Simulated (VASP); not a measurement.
# PbSe (I4mm) in VASP: single point with PBE

Aim: the single point of PbSe with PBE.

All numbers are computed with VASP 6.6.1; they aren't measurements. Logs are shortened: lines on timing, memory, paths and dates and some standing lists are left out, and cuts for length are marked.

## (1) The cell of the first run

It takes space group I4mm (No. 107, tetragonal). Conventional cell: a = 4.390 Å, b = 4.390 Å, c = 6.208 Å, α = 90.00°, β = 90.00°, γ = 90.00°. Pb (site symmetry 4mm) has 6 Se at 2.90 to 3.30 Å within 3.8 Å. Se (site symmetry 4mm) has 6 Pb at 2.90 to 3.30 Å within 3.8 Å.

## (2) Single point, PBE, non-collinear spin, zero start, spin-orbit coupling (atom 2 (Se) moved 0.2 Å along x)

The input, INCAR:

```
SYSTEM = PbSe
ALGO     = Normal         ! electronic algorithm
EDIFF    = 1E-7           ! SCF threshold, eV
ENCUT    = 520            ! plane-wave cutoff, eV
GGA      = PE             ! functional
GGA_COMPAT= .FALSE.      
ISIF     = 2              ! what is computed and relaxed
ISMEAR   = 0              ! smearing method
LASPH    = .TRUE.         ! aspherical terms in the spheres
LCHARG   = .FALSE.        ! write CHGCAR
LORBIT   = 11             ! projections on sites
LORBMOM  = .TRUE.       
LREAL    = .FALSE.        ! projectors in reciprocal space
LSORBIT  = .TRUE.         ! spin-orbit coupling
LWAVE    = .FALSE.        ! write WAVECAR
MAGMOM   = 0 0 0 0 0 0    ! initial moments
NBANDS   = 32             ! bands
NELM     = 150            ! most SCF steps
PREC     = Accurate       ! precision mode
SIGMA    = 0.05           ! smearing width, eV
```

The input, KPOINTS:

```
k-points
0
G
  10 10 10
  0 0 0
```

The input, POSCAR:

```
PbSe
1.0
    0.0000000000      3.1039764788      3.1039764788
    3.1039764788      0.0000000000      3.1039764788
    3.1039764788      3.1039764788      0.0000000000
Pb Se
1 1
Direct
    0.5000000000      0.5000000000      0.5000000000
   -0.0322167390      0.0322167390      0.0322167390
```

Potentials or basis: VASP PAW PBE potentials, release 64 (Pb_d, Se).

Launch:

```
cat potpaw_PBE.64/Pb_d/POTCAR potpaw_PBE.64/Se/POTCAR > POTCAR
mpirun -np 1 vasp_ncl > vasp.out
```

OUTCAR:

```text
SYSTEM = PbSe
   EDIFF = 1E-7
   ENCUT = 520
   GGA = PE
   ISIF = 2
   ISMEAR = 0
   LASPH = .TRUE.
   LORBIT = 11
   LREAL = .FALSE.
   LSORBIT = .TRUE.
   NELM = 150
   PREC = Accurate

 ion  position               nearest neighbor table
   1  0.500  0.500  0.500-   2 2.90   2 3.11   2 3.11   2 3.11   2 3.11   2 3.30
   2  0.968  0.032  0.032-   1 2.90   1 3.11   1 3.11   1 3.11   1 3.11   1 3.30

  LATTYP: Found a face centered cubic cell.
 ALAT       =     6.2079529576

  Lattice vectors:

 A1 = (   0.0000000000,   3.1039764788,   3.1039764788)
 A2 = (   3.1039764788,   0.0000000000,   3.1039764788)
 A3 = (   3.1039764788,   3.1039764788,   0.0000000000)

Analysis of symmetry for initial positions (statically):
=====================================================================
 Subroutine PRICEL returns:
 Original cell was already a primitive cell.

 Routine SETGRP: Setting up the symmetry group for a
 face centered cubic supercell.

 Subroutine GETGRP returns: Found  8 space group operations
 (whereof  8 operations were pure point group operations)
 out of a pool of 48 trial point group operations.

The static configuration has the point symmetry C_4v.

Analysis of symmetry for dynamics (positions and initial velocities):
=====================================================================
 Subroutine PRICEL returns:
 Original cell was already a primitive cell.

 Routine SETGRP: Setting up the symmetry group for a
 face centered cubic supercell.

 Subroutine GETGRP returns: Found  8 space group operations
 (whereof  8 operations were pure point group operations)
 out of a pool of 48 trial point group operations.

The dynamic configuration has the point symmetry C_4v.

Analysis of structural, dynamic, and magnetic symmetry:
=====================================================================
 Subroutine PRICEL returns:
 Original cell was already a primitive cell.

 Routine SETGRP: Setting up the symmetry group for a
 face centered cubic supercell.

 Subroutine GETGRP returns: Found  8 space group operations
 (whereof  8 operations were pure point group operations)
 out of a pool of 48 trial point group operations.

The overall configuration has the point symmetry C_4v.

 Subroutine INISYM returns: Found  8 space group operations
 (whereof  8 operations are pure point group operations),
 and found     1 'primitive' translations

----------------------------------------------------------------------------------------

                                     Primitive cell

  volume of cell :      59.8116

  direct lattice vectors                    reciprocal lattice vectors
     0.000000000  3.103976479  3.103976479    -0.161083695  0.161083695  0.161083695
     3.103976479  0.000000000  3.103976479     0.161083695 -0.161083695  0.161083695
     3.103976479  3.103976479  0.000000000     0.161083695  0.161083695 -0.161083695

  length of vectors
     4.389685634  4.389685634  4.389685634     0.279005144  0.279005144  0.279005144

  position of ions in fractional coordinates (direct lattice)
     0.500000000  0.500000000  0.500000000
     0.967783261  0.032216739  0.032216739

  ion indices of the primitive-cell ions
   primitive index   ion index
                 1           1
                 2           2

----------------------------------------------------------------------------------------

 KPOINTS: k-points

Automatic generation of k-mesh.
 Grid dimensions read from file:
 generate k-points for:   10   10   10

 Generating k-lattice:

  Cartesian coordinates                     Fractional coordinates (reciprocal lattice)
    -0.016108369  0.016108369  0.016108369     0.100000000  0.000000000  0.000000000
     0.016108369 -0.016108369  0.016108369     0.000000000  0.100000000  0.000000000
     0.016108369  0.016108369 -0.016108369     0.000000000  0.000000000  0.100000000

  Length of vectors
     0.027900514  0.027900514  0.027900514
[... 91 lines left out ...]

 number of electron      20.0000001 magnetization      -0.0000000     -0.0000000     -0.0000000

 number of electron      20.0000001 magnetization       0.0000000      0.0000000      0.0000000

 number of electron      20.0000001 magnetization      -0.0000000     -0.0000000      0.0000000

 number of electron      20.0000001 magnetization      -0.0000000      0.0000000      0.0000000

 Free energy of the ion-electron system (eV)
  ---------------------------------------------------
  ext. energy  EPLUGINS =         0.00000000
  ---------------------------------------------------
  free energy    TOTEN  =        -8.61436412 eV

  energy without entropy =       -8.61436412  energy(sigma->0) =       -8.61436412

 E-fermi :   4.5612     XC(G=0):  -9.3230

 val. band max:        4.3050058354   @ k =   0.5000   0.0000   0.0000
 cond. band min:       4.8347963064   @ k =   0.5000   0.0000   0.0000
 fundamental gap:      0.5297904710
 Fermi energy:         4.5611996683

 k-point     1 :       0.0000    0.0000    0.0000
  band No.  band energies     occupation
      1     -13.6463      1.00000
      2     -13.6463      1.00000
      3     -13.6410      1.00000
      4     -13.6410      1.00000
      5     -11.0915      1.00000
      6     -11.0915      1.00000
[... 829 lines left out ...]
     31      14.2588      0.00000
     32      14.2871      0.00000

 [... further k-points ...]
[... 5 lines left out ...]
  --------------------------------------------------------------------------------------
  -------------------------------------------------------------------------------------
  Total        0.5309283      0.0599806      0.0599806      0.0000000      0.0000000      0.0000000
  in kB       14.2220176      1.6067038      1.6067038      0.0000000      0.0000000      0.0000000
  external PRESSURE =       5.8118084 kB  Pullay stress =       0.0000000 kB

 VOLUME and BASIS-vectors are now :
 -----------------------------------------------------------------------------
  energy-cutoff  :      520.00
  volume of cell :       59.81
      direct lattice vectors                 reciprocal lattice vectors
     0.000000000  3.103976479  3.103976479    -0.161083695  0.161083695  0.161083695
     3.103976479  0.000000000  3.103976479     0.161083695 -0.161083695  0.161083695
     3.103976479  3.103976479  0.000000000     0.161083695  0.161083695 -0.161083695

 POSITION                                       TOTAL-FORCE (eV/Angst)
 -----------------------------------------------------------------------------------
      3.10398      3.10398      3.10398         0.104099      0.000000      0.000000
      0.20000      3.10398      3.10398        -0.104099      0.000000      0.000000
 -----------------------------------------------------------------------------------
    total drift:                                0.000369      0.000000      0.000000

  FREE ENERGIE OF THE ION-ELECTRON SYSTEM (eV)
  ---------------------------------------------------
  free  energy   TOTEN  =        -8.6143641228 eV

  energy  without entropy=       -8.6143641228  energy(sigma->0) =       -8.61436412

 orbital moment (x)

 # of ion     p       d       tot
 ----------------------------------------
  1         0.000   0.000   0.000
  2        -0.000   0.000  -0.000
 ----------------------------------------
            0.000   0.000   0.000

 orbital moment (y)

 # of ion     p       d       tot
 ----------------------------------------
  1         0.000   0.000   0.000
  2         0.000  -0.000   0.000
 ----------------------------------------
            0.000   0.000   0.000

 orbital moment (z)

 # of ion     p       d       tot
 ----------------------------------------
  1        -0.000  -0.000  -0.000
  2         0.000  -0.000  -0.000
 ----------------------------------------
           -0.000  -0.000  -0.000

 Spin-Orbit-Coupling matrix elements

 Ion:    1  E_soc:     -0.8434703
 l=   1
     0.0000000    -0.0721451    -0.0743778
    -0.0721451     0.0000000    -0.0743778
    -0.0743778    -0.0743778     0.0000000
 l=   2
     0.0000000    -0.0134385     0.0000000    -0.0134378    -0.0535109
    -0.0134385     0.0000000    -0.0401234    -0.0134385    -0.0133745
     0.0000000    -0.0401234     0.0000000    -0.0401167     0.0000000
    -0.0134378    -0.0134385    -0.0401167     0.0000000    -0.0133942
    -0.0535109    -0.0133745     0.0000000    -0.0133942     0.0000000
 l=   3
     0.0000000     0.0000000     0.0000000     0.0000000     0.0000000     0.0000000     0.0000000
     0.0000000     0.0000000     0.0000000     0.0000000     0.0000000     0.0000000     0.0000000
     0.0000000     0.0000000     0.0000000     0.0000000     0.0000000     0.0000000     0.0000000
     0.0000000     0.0000000     0.0000000     0.0000000     0.0000000     0.0000000     0.0000000
     0.0000000     0.0000000     0.0000000     0.0000000     0.0000000     0.0000000     0.0000000
     0.0000000     0.0000000     0.0000000     0.0000000     0.0000000     0.0000000     0.0000000
     0.0000000     0.0000000     0.0000000     0.0000000     0.0000000     0.0000000     0.0000000

 Ion:    2  E_soc:     -0.0505476
 l=   1
     0.0000000    -0.0080940    -0.0086107
    -0.0080940     0.0000000    -0.0086107
    -0.0086107    -0.0086107     0.0000000
 l=   2
     0.0000000    -0.0000015     0.0000000    -0.0000020     0.0000158
    -0.0000015     0.0000000     0.0000112    -0.0000015     0.0000037
     0.0000000     0.0000112     0.0000000     0.0000117     0.0000000
    -0.0000020    -0.0000015     0.0000117     0.0000000     0.0000041
     0.0000158     0.0000037     0.0000000     0.0000041     0.0000000
 l=   3
     0.0000000     0.0000000     0.0000000     0.0000000     0.0000000     0.0000000     0.0000000
     0.0000000     0.0000000     0.0000000     0.0000000     0.0000000     0.0000000     0.0000000
     0.0000000     0.0000000     0.0000000     0.0000000     0.0000000     0.0000000     0.0000000
     0.0000000     0.0000000     0.0000000     0.0000000     0.0000000     0.0000000     0.0000000
     0.0000000     0.0000000     0.0000000     0.0000000     0.0000000     0.0000000     0.0000000
     0.0000000     0.0000000     0.0000000     0.0000000     0.0000000     0.0000000     0.0000000
     0.0000000     0.0000000     0.0000000     0.0000000     0.0000000     0.0000000     0.0000000

 total charge

# of ion       s       p       d       tot
------------------------------------------
    1        1.466   0.553   9.838  11.857
    2        1.470   2.313   0.016   3.798
--------------------------------------------------
tot          2.935   2.866   9.854  15.655

 magnetization (x)

# of ion       s       p       d       tot
------------------------------------------
    1        0.000   0.000   0.000   0.000
    2        0.000   0.000   0.000   0.000
--------------------------------------------------
tot          0.000   0.000   0.000   0.000

 magnetization (y)

# of ion       s       p       d       tot
------------------------------------------
    1        0.000   0.000   0.000   0.000
    2        0.000   0.000   0.000   0.000
--------------------------------------------------
tot          0.000   0.000   0.000   0.000

 magnetization (z)

# of ion       s       p       d       tot
------------------------------------------
    1        0.000   0.000   0.000   0.000
    2        0.000  -0.000   0.000  -0.000
--------------------------------------------------
tot          0.000  -0.000   0.000  -0.000
```

Run time: 8.5 min. Hardware: 1 thread of Intel Xeon Platinum 8488C (Sapphire Rapids), shared host; peak memory 0.72 GiB.

What came out:

```
Free energy                                           : -8.6144 eV
Pressure                                              : 0.6 GPa
Largest force                                         : 0.104 eV/Å
Net moment                                            : 0.00 μB per cell
Valence electrons inside the program's atomic spheres : Pb 11.86; Se 3.80
```

Forces on the atoms (eV/Å):
```
Pb   0.104  0.000  0.000
Se  -0.104  0.000  0.000
```

Moments on the atoms (μB; x, y, z):
```
Pb  0.00 0.00 0.00
Se  0.00 0.00 0.00
```

Caveat: the cell differs from its parent crystal (atom 2 (Se) moved 0.2 Å along x).
